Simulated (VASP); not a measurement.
# V (Fm-3m) in VASP: notebook, part 3 of 3

VASP 6.6.1. Earlier steps stand in the parts before.

## (6) Relaxation of cell and atoms, PBEsol

This run uses another cell than the first one, of 13.83 Å³/atom, 1.031 times its volume.

Contents of INCAR:

```
SYSTEM = V
PREC     = Accurate       ! precision mode
ENCUT    = 600            ! plane-wave cutoff, eV
EDIFF    = 1E-7           ! SCF threshold, eV
ISMEAR   = -1             ! smearing method
SIGMA    = 0.1            ! smearing width, eV
LREAL    = .FALSE.        ! projectors in reciprocal space
LASPH    = .TRUE.         ! aspherical terms in the spheres
NELM     = 60             ! most SCF steps
ALGO     = Normal         ! electronic algorithm
ISIF     = 3              ! what is computed and relaxed
LWAVE    = .FALSE.        ! write WAVECAR
LCHARG   = .FALSE.        ! write CHGCAR
GGA      = PS             ! functional
IBRION   = 2              ! ionic algorithm
NSW      = 80             ! ionic steps
EDIFFG   = -0.01          ! ionic threshold
```

Contents of KPOINTS:

```
Automatic mesh
0
G
  14 14 14
  0 0 0
```

Contents of POSCAR:

```
V
1.0
    0.0000000000      1.9050006274      1.9050006274
    1.9050006274      0.0000000000      1.9050006274
    1.9050006274      1.9050006274      0.0000000000
V
1
Direct
    0.0000000000      0.0000000000      0.0000000000
```

Potentials or basis: VASP PAW PBE potentials, release 64 (V_sv).

Run with:

```console
> cat potpaw_PBE.64/V_sv/POTCAR > POTCAR
> mpirun -np 1 vasp_std > vasp.out
```

Run time: 13 s. Hardware: 1 thread of Intel Xeon 6975P-C (Granite Rapids), shared host; peak memory 0.16 GiB.

The run converged. Its results:

| Quantity | Value |
| --- | --- |
| Free energy | -9.3988 eV |
| Relaxed volume | 13.42 Å³/atom |
| Relaxed cell | a = 2.667 Å, b = 2.667 Å, c = 2.667 Å, α = 60.00°, β = 60.00°, γ = 60.00° |
| Space group after relaxing (to 0.05 Å) | Fm-3m (No. 225) |
| Energy gained by relaxing | 7.1 meV/atom |
| Ionic steps | 3 |
| Pressure after relaxing | -0.1 GPa |

The path:
| step | energy change (eV) | largest force (eV/Å) | pressure (GPa) | volume (Å³) |
| --- | --- | --- | --- | --- |
| 1 | 0.0000 | 0.0000 | -5.37 | 13.83 |
| 2 | 0.0044 | 0.0000 | 7.65 | 12.92 |
| 3 | -0.0071 | 0.0000 | -0.06 | 13.42 |

Final structure:
```xyz
1
Lattice="0.0000 1.8861 1.8861 1.8861 0.0000 1.8861 1.8861 1.8861 0.0000" Properties=species:S:1:pos:R:3 pbc="T T T"
V     0.0000    0.0000    0.0000
```

Levels at points of the mesh, in eV from the Fermi level:
```
           k point  band 3  band 4  band 5  band 6  band 7  band 8  band 9  band 10
(0.00, 0.00, 0.00)  -37.20  -37.20   -6.93    0.17    0.17    0.17    1.98     1.98
(0.50, 0.00, 0.00)  -37.31  -37.31   -3.44    0.03    0.03    0.89    3.23     3.23
(0.50, 0.50, 0.00)  -37.52  -37.52   -3.63   -2.74    3.19    3.56    3.56     3.56
```

Caveat: the PAW data sets were made with another functional, which shifts forces and pressure a little.

## (7) Single point, PBEsol

Contents of INCAR:

```
SYSTEM = V
  ALGO = Normal
  EDIFF = 1E-7
  ENCUT = 520
  GGA = PS
  ISIF = 2
  ISMEAR = -1
  LASPH = .True.
  LCHARG = .False.
  LREAL = .False.
  LWAVE = .False.
  NBANDS = 12
  NELM = 60
  PREC = Accurate
  SIGMA = 0.1
```

Contents of KPOINTS:

```
k-points
0
Gamma
  23 23 23
  0 0 0
```

Contents of POSCAR:

```
V
1.0
    0.0000000000      1.8857067481      1.8857067481
    1.8857067481      0.0000000000      1.8857067481
    1.8857067481      1.8857067481      0.0000000000
V
1
Direct
    0.0000000000      0.0000000000      0.0000000000
```

Potentials or basis: VASP PAW PBE potentials, release 64 (V_sv).

Run with:

```console
> cat potpaw_PBE.64/V_sv/POTCAR > POTCAR
> mpirun -np 1 vasp_std > vasp.out
```

OUTCAR:

```text
SYSTEM = V
   EDIFF = 1E-7
   ENCUT = 520
   GGA = PS
   ISIF = 2
   ISMEAR = -1
   LASPH = .True.
   LREAL = .False.
   NELM = 60
   PREC = Accurate

 ion  position               nearest neighbor table
   1  0.000  0.000  0.000-

  LATTYP: Found a face centered cubic cell.
 ALAT       =     3.7714134962

  Lattice vectors:

 A1 = (   0.0000000000,   1.8857067481,   1.8857067481)
 A2 = (   1.8857067481,   0.0000000000,   1.8857067481)
 A3 = (   1.8857067481,   1.8857067481,   0.0000000000)

Analysis of symmetry for initial positions (statically):
=====================================================================
 Subroutine PRICEL returns:
 Original cell was already a primitive cell.

 Routine SETGRP: Setting up the symmetry group for a
 face centered cubic supercell.

 Subroutine GETGRP returns: Found 48 space group operations
 (whereof 48 operations were pure point group operations)
 out of a pool of 48 trial point group operations.

The static configuration has the point symmetry O_h .

Analysis of symmetry for dynamics (positions and initial velocities):
[... 158 lines left out ...]
 val. band max:        9.9387522547   @ k =  -0.3478   0.1304   0.0435
 cond. band min:       9.9477868606   @ k =  -0.4783   0.1739   0.0000
 fundamental gap:      0.0090346058
 Fermi energy:         9.9464447971

 k-point     1 :       0.0000    0.0000    0.0000
  band No.  band energies     occupation
      1     -53.8467      2.00000
      2     -27.2493      2.00000
      3     -27.2493      2.00000
      4     -27.2493      2.00000
      5       3.0120      2.00000
      6      10.1144      0.31441
      7      10.1144      0.31441
      8      10.1144      0.31441
      9      11.9266      0.00000
     10      11.9266      0.00000
     11      27.7977      0.00000
     12      33.1057      0.00000
[... 331 lines left out ...]
 k-point    24 :      -0.4783    0.0435    0.0000
  band No.  band energies     occupation
      1     -53.6537      2.00000
      2     -28.1649      2.00000
      3     -27.3788      2.00000
      4     -27.3688      2.00000
      5       6.5593      2.00000
      6       9.8813      1.31487
      7      10.0133      0.67779
      8      10.7254      0.00083
      9      13.1569      0.00000
     10      13.3760      0.00000
     11      19.3339      0.00000
     12      26.9210      0.00000

 [... further k-points ...]
[... 5 lines left out ...]
  --------------------------------------------------------------------------------------
  -------------------------------------------------------------------------------------
  Total        0.0108861      0.0108861      0.0108861      0.0000000     -0.0000000      0.0000000
  in kB        1.3005624      1.3005624      1.3005624      0.0000000     -0.0000000      0.0000000
  external PRESSURE =       1.3005624 kB  Pullay stress =       0.0000000 kB

 VOLUME and BASIS-vectors are now :
 -----------------------------------------------------------------------------
  energy-cutoff  :      520.00
  volume of cell :       13.41
      direct lattice vectors                 reciprocal lattice vectors
     0.000000000  1.885706748  1.885706748    -0.265152575  0.265152575  0.265152575
     1.885706748  0.000000000  1.885706748     0.265152575 -0.265152575  0.265152575
     1.885706748  1.885706748  0.000000000     0.265152575  0.265152575 -0.265152575

 POSITION                                       TOTAL-FORCE (eV/Angst)
 -----------------------------------------------------------------------------------
      0.00000      0.00000      0.00000         0.000000     -0.000000      0.000000
 -----------------------------------------------------------------------------------
    total drift:                                0.000000      0.000000      0.000000

  FREE ENERGIE OF THE ION-ELECTRON SYSTEM (eV)
  ---------------------------------------------------
  free  energy   TOTEN  =        -9.3981679507 eV

  energy  without entropy=       -9.3417694388  energy(sigma->0) =       -9.36996869
```

Run time: 20 s. Hardware: 1 thread of Intel Xeon 6975P-C (Granite Rapids), shared host; peak memory 0.17 GiB.

What came out:

```yaml
Free_energy: -9.3982 eV
Pressure: 0.1 GPa
```

Caveat: the PAW data sets were made with another functional, which shifts forces and pressure a little.

## (8) Overview

| task | cell | k mesh | cutoff (eV) | gap on the mesh (eV) | pressure (GPa) |
| --- | --- | --- | --- | --- | --- |
| single point | a = 2.667 Å, angles 60.0°, 1 atom | 16 × 16 × 16 | 520 | none | 0.1 |
| single point | a = 2.702 Å, angles 60.0°, 1 atom | 16 × 16 × 16 | 520 | none | -6.8 |
| single point | a = 2.736 Å, angles 60.0°, 1 atom | 16 × 16 × 16 | 520 | none | -12.4 |
| single point | a = 2.769 Å, angles 60.0°, 1 atom | 16 × 16 × 16 | 520 | none | -17.1 |
| relaxation of cell and atoms | relaxed from a = 2.694 Å, angles 60.0°, 1 atom | 14 × 14 × 14 | 600 | none | -0.1 |
| single point | a = 2.667 Å, angles 60.0°, 1 atom | 23 × 23 × 23 | 520 | none | 0.1 |

Alike in all rows: level PBEsol; potentials or basis VASP PAW PBE potentials, release 64 (V_sv); no spin polarisation; smearing fermi-dirac 0.1 eV.

Caveats: the PAW data sets were made with another functional, which shifts forces and pressure a little.

Absolute energies hang on the potentials; compare differences alone.
